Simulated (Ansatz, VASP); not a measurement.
**One calculation of AlAs, two programs**

File POSCAR:

```
AlAs
1.0
    0.0000000000      2.8304000000      2.8304000000
    2.8304000000      0.0000000000      2.8304000000
    2.8304000000      2.8304000000      0.0000000000
Al As
1 1
Direct
    0.0000000000      0.0000000000      0.0000000000
    0.2500000000      0.2500000000      0.2500000000
```

INCAR.step1

```
ALGO = Normal
EDIFF = 1E-5
EDIFFG = -0.005
ENCUT = 550
GGA = PE
GGA_COMPAT = F
IBRION = 2
ISIF = 3
ISMEAR = 0
LASPH = T
LCHARG = F
LREAL = F
LWAVE = T
NELM = 120
NELMIN = 4
NSW = 100
PREC = Accurate
SIGMA = 0.01
```

File INCAR.step2:

```
ALGO = Normal
EDIFF = 1E-7
EDIFFG = -0.03
ENCUT = 550
GGA_COMPAT = F
IBRION = 2
ISIF = 3
ISMEAR = 0
ISTART = 1
IVDW = 13
LASPH = T
LCHARG = F
LMIXTAU = T
LREAL = F
LWAVE = F
METAGGA = R2SCAN
NELM = 120
NELMIN = 4
NSW = 80
PREC = Accurate
SIGMA = 0.01
VDW_A1 = 0.51559235
VDW_A2 = 5.77342911
VDW_S6 = 1.0
VDW_S8 = 0.6018749
```

File KPOINTS:

```
k-points
0
Gamma
  6 6 6
```

Input for Ansatz:

```yaml
crystal:
  lattice:
    - [0.0, 2.8304, 2.8304]
    - [2.8304, 0.0, 2.8304]
    - [2.8304, 2.8304, 0.0]
  atoms:
    - { symbol: Al, position: [0.0, 0.0, 0.0] }
    - { symbol: As, position: [0.25, 0.25, 0.25] }
kpoints:
  mp_grid:
    grid: [6, 6, 6]
hamiltonian:
  xc: r2scan
  dispersion: d4
scf:
  occupations:
    method: fixed
relax:
  f_tol: 0.03
  cell: {}
```

Alike in both runs: task relaxation of cell and atoms; functional r2SCAN; dispersion D4; k mesh 6 × 6 × 6; no spin polarisation.

|  | VASP | Ansatz |
| --- | --- | --- |
| version | VASP 6.6.1 | Ansatz 0.2.0 |
| potentials or method | VASP PAW PBE potentials, release 64 (Al, As) | plane waves, PAW |
| plane-wave cutoff (eV) | 550 | 500 |
| occupations | gaussian, width 0.01 eV | fixed |
| valence electrons in the cell | 8 | 18 |

|  | VASP | Ansatz | Ansatz less VASP |
| --- | --- | --- | --- |
| relaxed volume (Å³/atom) | 22.67 | 22.67 | 0.000 |
| relaxed cell length with the largest relative difference (Å) | 4.003 | 4.003 | 0.0000 |

VASP's potentials were made for PBE, not for r2SCAN. VASP's potentials hold 8 valence electrons a cell and Ansatz's 18, so a difference there can come from the potentials and not from the codes.

Noted on VASP's run: the relaxation stopped at its first step, so nothing moved.
